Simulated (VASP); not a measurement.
# V in VASP: settings compared

Aim: see how the results for V move with the level of theory and the settings. Levels: r2SCAN, PBE. Tasks: single point.

Everything below comes from runs of VASP 6.6.1. Logs are shortened: lines on timing, memory, paths and dates and some standing lists are left out, and cuts for length are marked.

## Step 1: The cell of the first run

The typed cell holds 1 atom: a = 2.665 Å, b = 2.595 Å, c = 2.604 Å, α = 109.37°, β = 110.91°, γ = 107.92°.

## Step 2: Single point, r2SCAN, collinear spin, ferromagnetic start

File POSCAR:

```
V
1.0
   -1.5169890000      1.5201330000      1.5775550000
    1.4987350000     -1.4780690000      1.5172360000
    1.5065820000      1.4676620000     -1.5354910000
V
1
Direct
    0.0102680000      0.0045550000     -0.0011910000
```

File INCAR.step1:

```
SYSTEM = V
  PREC = Accurate
  ENCUT = 520
  ISMEAR = 0
  SIGMA = 0.05
  LREAL = .False.
  LASPH = .True.
  NELM = 150
  ISPIN = 2
  MAGMOM = 2
  LMAXMIX = 4
  NBANDS = 16
  GGA = PE
  ALGO = Normal
  EDIFF = 1E-4
  LWAVE = .True.
  LCHARG = .False.
```

File INCAR.step2:

```
SYSTEM = V
  PREC = Accurate
  ENCUT = 520
  EDIFF = 1E-7
  ISMEAR = 0
  SIGMA = 0.05
  LREAL = .False.
  LASPH = .True.
  NELM = 150
  ALGO = Normal
  ISIF = 2
  LWAVE = .False.
  LCHARG = .False.
  ISPIN = 2
  MAGMOM = 2
  LORBIT = 11
  LMAXMIX = 4
  METAGGA = R2SCAN
  LMIXTAU = .True.
  NBANDS = 16
  ISTART = 1
```

File KPOINTS:

```
Automatic mesh
0
Gamma
  11 11 11
  0 0 0
```

Potentials or basis: VASP PAW PBE potentials, release 64 (V_sv).

The run is started by

```sh
$ cat potpaw_PBE.64/V_sv/POTCAR > POTCAR
$ cp INCAR.step1 INCAR
$ mpirun -np 1 vasp_std > vasp.out
$ cp INCAR.step2 INCAR
$ mpirun -np 1 vasp_std > vasp.out
```

OUTCAR:

```text
SYSTEM = V
   PREC = Accurate
   ENCUT = 520
   EDIFF = 1E-7
   ISMEAR = 0
   LREAL = .False.
   LASPH = .True.
   NELM = 150
   ISIF = 2
   ISPIN = 2
   LORBIT = 11
   METAGGA = R2SCAN
   ISTART = 1

 ion  position               nearest neighbor table
   1  0.010  0.005  0.999-

  LATTYP: Found a triclinic cell.
 ALAT       =     2.6316932421
 B/A-ratio  =     1.6047226317
 C/A-ratio  =     0.9859747780
 COS(alpha) =     0.0113080832
 COS(beta)  =     0.3463273251
 COS(gamma) =     0.8088511306

  Lattice vectors:

 A1 = (  -1.4883280000,  -1.5097260000,  -1.5593000000)
 A2 = (  -2.9949100000,  -2.9773880000,  -0.0238090000)
 A3 = (  -1.4987350000,   1.4780690000,  -1.5172360000)

Analysis of symmetry for initial positions (statically):
=====================================================================
 Subroutine PRICEL returns:
 Original cell was already a primitive cell.

 Routine SETGRP: Setting up the symmetry group for a
 triclinic supercell.

 Subroutine GETGRP returns: Found  2 space group operations
 (whereof  1 operations were pure point group operations)
 out of a pool of  2 trial point group operations.

The static configuration has the point symmetry C_1 .
 The point group associated with its full space group is S_2 .

Analysis of symmetry for dynamics (positions and initial velocities):
=====================================================================
 Subroutine PRICEL returns:
 Original cell was already a primitive cell.

 Routine SETGRP: Setting up the symmetry group for a
 triclinic supercell.

 Subroutine GETGRP returns: Found  2 space group operations
 (whereof  1 operations were pure point group operations)
 out of a pool of  2 trial point group operations.

The dynamic configuration has the point symmetry C_1 .
 The point group associated with its full space group is S_2 .

Analysis of structural, dynamic, and magnetic symmetry:
=====================================================================
 Subroutine PRICEL returns:
 Original cell was already a primitive cell.

 Routine SETGRP: Setting up the symmetry group for a
 triclinic supercell.

 Subroutine GETGRP returns: Found  2 space group operations
 (whereof  1 operations were pure point group operations)
 out of a pool of  2 trial point group operations.

The overall configuration has the point symmetry C_1 .
 The point group associated with its full space group is S_2 .

 Subroutine INISYM returns: Found  2 space group operations
 (whereof  1 operations are pure point group operations),
 and found     1 'primitive' translations

----------------------------------------------------------------------------------------

                                     Primitive cell

  volume of cell :      13.8912

  direct lattice vectors                    reciprocal lattice vectors
    -1.516989000  1.520133000  1.577555000     0.003079081  0.330219511  0.318653457
     1.498735000 -1.478069000  1.517236000     0.334706788 -0.003411737  0.325144169
     1.506582000  1.467662000 -1.535491000     0.333890988  0.335894532 -0.002596047

  length of vectors
     2.664721325  2.594783160  2.604141640     0.458905690  0.466646552  0.473619117

  position of ions in fractional coordinates (direct lattice)
     0.010268000  0.004555000  0.998809000

  ion indices of the primitive-cell ions
   primitive index   ion index
                 1           1

----------------------------------------------------------------------------------------

 KPOINTS: Automatic mesh

Automatic generation of k-mesh.
 Grid dimensions read from file:
 generate k-points for:   11   11   11

 Generating k-lattice:

  Cartesian coordinates                     Fractional coordinates (reciprocal lattice)
     0.000279916  0.030019956  0.028968496     0.090909091  0.000000000 -0.000000000
     0.030427890 -0.000310158  0.029558561    -0.000000000  0.090909091  0.000000000
     0.030353726  0.030535867 -0.000236004    -0.000000000 -0.000000000  0.090909091

  Length of vectors
     0.041718699  0.042422414  0.043056283

  Shift w.r.t. Gamma in fractional coordinates (k-lattice)
     0.000000000  0.000000000  0.000000000

 Subroutine IBZKPT returns following result:
 ===========================================

 Found    666 irreducible k-points:

 Following reciprocal coordinates:
            Coordinates               Weight
  0.000000  0.000000  0.000000      1.000000
  0.090909  0.000000  0.000000      2.000000
  0.181818  0.000000  0.000000      2.000000
  0.272727  0.000000 -0.000000      2.000000
  0.363636  0.000000 -0.000000      2.000000
  0.454545  0.000000  0.000000      2.000000
[... 16 lines left out ...]
  0.454545  0.181818  0.000000      2.000000
 -0.454545  0.181818  0.000000      2.000000
 [... further k-points ...]
   k-points           NKPTS =    666   k-points in BZ     NKDIM =    666   number of bands    NBANDS=     16
   number of dos      NEDOS =    301   number of ions     NIONS =      1
   total plane-waves  NPLWV =   8000
   dimension x,y,z NGX =    20 NGY =   20 NGZ =   20
   dimension x,y,z NGXF=    40 NGYF=   40 NGZF=   40
   ions per type =               1
   NGX,Y,Z   is equivalent  to a cutoff of  12.48, 12.81, 12.77 a.u.
   NGXF,Y,Z  is equivalent  to a cutoff of  24.96, 25.63, 25.54 a.u.
 SYSTEM =  V
   PREC   = accura    normal or accurate (medium, high low for compatibility)
   ISTART =      1    job   : 0-new  1-cont  2-samecut
   ICHARG =      0    charge: 1-file 2-atom 10-const
   ISPIN  =      2    spin polarized calculation?
   LNONCOLLINEAR =      F non collinear calculations
   LSORBIT =      F    spin-orbit coupling
   LASPH  =      T    aspherical Exc in radial PAW
   ENCUT  =  520.0 eV  38.22 Ry    6.18 a.u.   4.95  4.82  4.84*2*pi/ulx,y,z
   NELM   =    150;   NELMIN=  2; NELMDL=  0     # of ELM steps
   EDIFF  = 0.1E-06   stopping-criterion for ELM
   LREAL  =      F    real-space projection
   EDIFFG = 0.1E-05   stopping-criterion for IOM
   NSW    =      0    number of steps for IOM
   IBRION =     -1    ionic relax: 0-MD 1-quasi-New 2-CG
   NFREE  =      0    steps in history (QN), initial steepest desc. (CG)
   ISIF   =      2    stress and relaxation
   ISYM   =      2    0-nonsym 1-usesym 2-fastsym
   POTIM  = 0.5000    time-step for ionic-motion
   TEBEG  =    0.0;   TEEND  =   0.0 temperature during run
   PSTRESS=    0.0 pullay stress
   NELECT =      13.0000    total number of electrons
   NUPDOWN=      -1.0000    fix difference up-down
   EMIN   =  10.00;   EMAX   =-10.00  energy-range for DOS
   EFERMI =   0.00;   METHOD = LEGACY
   ISMEAR =     0;   SIGMA  =   0.05  broadening in eV -4-tet -1-fermi 0-gaus
   EFERMI_NEDOS =   21; number of points for ismear=-14 and -15
   IALGO  =     38    algorithm
   IMIX   =      4    mixing-type and parameters
     AMIX     =   0.40;   BMIX     =  1.00
     AMIX_MAG =   1.60;   BMIX_MAG =  1.00
  volume/ion in A,a.u.               =      13.89        93.74
  Fermi-wavevector in a.u.,A,eV,Ry     =   1.601314  3.026044 34.888126  2.564205
  Thomas-Fermi vector in A             =   2.698311
   LORBIT       =     11    0 simple, 1 ext, 2 COOP (PROOUT), +10 PAW based schemes
   METAGGA = R2SCAN    functional components
   LHFCALC =     F    Hartree Fock is set to
   AEXX    =    0.0000 exact exchange contribution
   IVDW    =     0    specifies the selected vdW correction
   LEPSILON=     F    determine dielectric tensor
   LRPA    =     F    only Hartree local field effects (RPA)
 spin polarized calculation
 Gauss-broadening in eV      SIGMA  =   0.05
  energy-cutoff  :      520.00
  volume of cell :       13.89
 maximum number of plane-waves:       389
   NGX =  9   NGY =  9   NGZ =  9

 number of electron      12.9999995 magnetization      -0.0009683

 number of electron      12.9999995 magnetization       0.0001719

 Free energy of the ion-electron system (eV)
  ---------------------------------------------------
  ext. energy  EPLUGINS =         0.00000000
  ---------------------------------------------------
  free energy    TOTEN  =       -14.10872792 eV

  energy without entropy =      -14.10618623  energy(sigma->0) =      -14.10745708

 E-fermi :   9.2805     XC(G=0): -13.8790

 val. band max:        9.2803012378   @ k =  -0.0909   0.0909   0.2727
 cond. band min:       9.2805254801   @ k =  -0.0909   0.0909   0.2727
 fundamental gap:      0.0002242424
 Fermi energy:         9.2804631734

 spin component 1

 k-point     1 :       0.0000    0.0000    0.0000
  band No.  band energies     occupation
      1     -57.0794      1.00000
      2     -29.3164      1.00000
      3     -29.2741      1.00000
      4     -29.2409      1.00000
      5       2.2923      1.00000
      6       9.5694      0.00000
[... 8 lines left out ...]
     15      37.5162      0.00000
     16      41.1592      0.00000

 k-point     2 :       0.0909    0.0000    0.0000
  band No.  band energies     occupation
      1     -57.0663      1.00000
      2     -29.3796      1.00000
      3     -29.2953      1.00000
      4     -29.2424      1.00000
      5       2.6179      1.00000
      6       9.4771      0.00000
[... 8 lines left out ...]
     15      37.6520      0.00000
     16      39.1273      0.00000

 k-point     3 :       0.1818    0.0000    0.0000
  band No.  band energies     occupation
      1     -57.0311      1.00000
      2     -29.5545      1.00000
      3     -29.3455      1.00000
      4     -29.2451      1.00000
      5       3.5257      1.00000
      6       9.1724      0.99888
[... 8 lines left out ...]
     15      36.6226      0.00000
     16      36.9688      0.00000
[... 362 lines left out ...]
 k-point    23 :       0.4545    0.1818    0.0000
  band No.  band energies     occupation
      1     -56.8989      1.00000
      2     -30.0197      1.00000
      3     -29.6089      1.00000
      4     -29.3340      1.00000
      5       6.7834      1.00000
      6       8.2713      1.00000
[... 8 lines left out ...]
     15      37.2345      0.00000
     16      41.4160      0.00000

 k-point    24 :      -0.4545    0.1818    0.0000
  band No.  band energies     occupation
      1     -56.9210      1.00000
      2     -29.9473      1.00000
      3     -29.5501      1.00000
      4     -29.3331      1.00000
      5       6.4855      1.00000
      6       8.3301      1.00000
[... 8 lines left out ...]
     15      37.2502      0.00000
     16      41.4397      0.00000

 [... further k-points ...]

 spin component 2

 k-point     1 :       0.0000    0.0000    0.0000
  band No.  band energies     occupation
      1     -57.0793      1.00000
      2     -29.3162      1.00000
      3     -29.2740      1.00000
      4     -29.2408      1.00000
      5       2.2925      1.00000
      6       9.5696      0.00000
[... 8 lines left out ...]
     15      37.5162      0.00000
     16      41.1595      0.00000

 k-point     2 :       0.0909    0.0000    0.0000
  band No.  band energies     occupation
      1     -57.0662      1.00000
      2     -29.3794      1.00000
      3     -29.2951      1.00000
      4     -29.2423      1.00000
      5       2.6181      1.00000
      6       9.4773      0.00000
[... 8 lines left out ...]
     15      37.6521      0.00000
     16      39.1275      0.00000

 k-point     3 :       0.1818    0.0000    0.0000
  band No.  band energies     occupation
      1     -57.0309      1.00000
      2     -29.5544      1.00000
      3     -29.3453      1.00000
      4     -29.2449      1.00000
      5       3.5258      1.00000
      6       9.1726      0.99886
[... 8 lines left out ...]
     15      36.6227      0.00000
     16      36.9688      0.00000
[... 362 lines left out ...]
 k-point    23 :       0.4545    0.1818    0.0000
  band No.  band energies     occupation
      1     -56.8988      1.00000
      2     -30.0195      1.00000
      3     -29.6087      1.00000
      4     -29.3339      1.00000
      5       6.7835      1.00000
      6       8.2715      1.00000
[... 8 lines left out ...]
     15      37.2346      0.00000
     16      41.4161      0.00000

 k-point    24 :      -0.4545    0.1818    0.0000
  band No.  band energies     occupation
      1     -56.9208      1.00000
      2     -29.9471      1.00000
      3     -29.5500      1.00000
      4     -29.3329      1.00000
      5       6.4857      1.00000
      6       8.3302      1.00000
[... 8 lines left out ...]
     15      37.2503      0.00000
     16      41.4398      0.00000

 [... further k-points ...]

------------------------ aborting loop because EDIFF is reached ----------------------------------------

  FORCE on cell =-STRESS in cart. coord.  units (eV):
  Direction    XX          YY          ZZ          XY          YZ          ZX
  --------------------------------------------------------------------------------------
  -------------------------------------------------------------------------------------
  Total       -0.5842725     -0.5394635     -0.8663387     -0.0210831     -0.1582091      0.0909444
  in kB      -67.3887296    -62.2205619    -99.9216367     -2.4316784    -18.2474977     10.4893280
  external PRESSURE =     -76.5103094 kB  Pullay stress =       0.0000000 kB

 VOLUME and BASIS-vectors are now :
 -----------------------------------------------------------------------------
  energy-cutoff  :      520.00
  volume of cell :       13.89
      direct lattice vectors                 reciprocal lattice vectors
    -1.516989000  1.520133000  1.577555000     0.003079081  0.330219511  0.318653457
     1.498735000 -1.478069000  1.517236000     0.334706788 -0.003411737  0.325144169
     1.506582000  1.467662000 -1.535491000     0.333890988  0.335894532 -0.002596047

 POSITION                                       TOTAL-FORCE (eV/Angst)
 -----------------------------------------------------------------------------------
      1.49604      1.47479     -1.51055         0.000000      0.000000      0.000000
 -----------------------------------------------------------------------------------
    total drift:                               -0.000009     -0.000014     -0.000022

  FREE ENERGIE OF THE ION-ELECTRON SYSTEM (eV)
  ---------------------------------------------------
  free  energy   TOTEN  =       -14.1087279209 eV

  energy  without entropy=      -14.1061862340  energy(sigma->0) =      -14.10745708

 total charge

# of ion       s       p       d       tot
------------------------------------------
    1        2.329   6.226   3.014  11.568

 magnetization (x)

# of ion       s       p       d       tot
------------------------------------------
    1        0.000   0.000   0.000   0.000
```

It took 9.7 min on 1 thread of AMD EPYC 9R45 (Zen 5), shared host; peak memory 0.28 GiB.

What came out:

```yaml
Free_energy: -14.1087 eV
Pressure: -7.7 GPa
Net_moment: 0.00 μB per cell
Valence_electrons_inside_the_program's_atomic_spheres: V 11.57
```

Stress tensor (GPa, compression positive):
```
-6.74 -0.24  1.05
-0.24 -6.22 -1.82
 1.05 -1.82 -9.99
```

Caveat: the cell stands under tension; the PAW data sets were made with another functional, which shifts forces and pressure a little.

(Continued in part 2 of 2.)
